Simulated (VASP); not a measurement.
A run of VASP 6.6.1 is set up as follows.

File POSCAR:

```
BN
1.0
    0.0000000000      1.8401960150      1.8401960150
    1.8401960150      0.0000000000      1.8401960150
    1.8401960150      1.8401960150      0.0000000000
B N
1 1
Direct
    0.0000000000      0.0000000000      0.0000000000
    0.7500000000      0.7500000000      0.7500000000
```

INCAR.step1

```
SYSTEM = BN
ALGO = Normal
EDIFF = 1E-4
ENCUT = 520
GGA = PE
ISMEAR = 0
LASPH = .TRUE.
LCHARG = .FALSE.
LREAL = .FALSE.
LWAVE = .TRUE.
NBANDS = 11
NELM = 100
PREC = Accurate
SIGMA = 0.05
```

The input INCAR.step2:

```
SYSTEM = BN
ALGO = Normal
EDIFF = 1E-6
ENCUT = 520
ISIF = 2
ISMEAR = 0
ISTART = 1
LASPH = .TRUE.
LCHARG = .TRUE.
LELF = .TRUE.
LMIXTAU = .TRUE.
LREAL = .FALSE.
LVHAR = .TRUE.
LWAVE = .FALSE.
METAGGA = R2SCAN
NBANDS = 11
NELM = 100
PREC = Accurate
SIGMA = 0.05
```

Contents of KPOINTS:

```
k-points
0
G
  12 12 12
  0 0 0
```

Potentials or basis: VASP PAW PBE potentials, release 64 (B, N).

The run is started by

```sh
$ cat potpaw_PBE.64/B/POTCAR potpaw_PBE.64/N/POTCAR > POTCAR
$ cp INCAR.step1 INCAR
$ mpirun -np 1 vasp_std > vasp.out
$ cp INCAR.step2 INCAR
$ mpirun -np 1 vasp_std > vasp.out
```

Predict the band gap on the k mesh.

4.91 eV, indirect (least direct gap 9.26 eV).

Predict the pressure.

-19.6 GPa.

Caveat: the cell differs from its parent crystal (strain +0.015 along x and y, +0.015 along z); the PAW data sets were made with another functional, which shifts forces and pressure a little. A k mesh can miss the band edges.
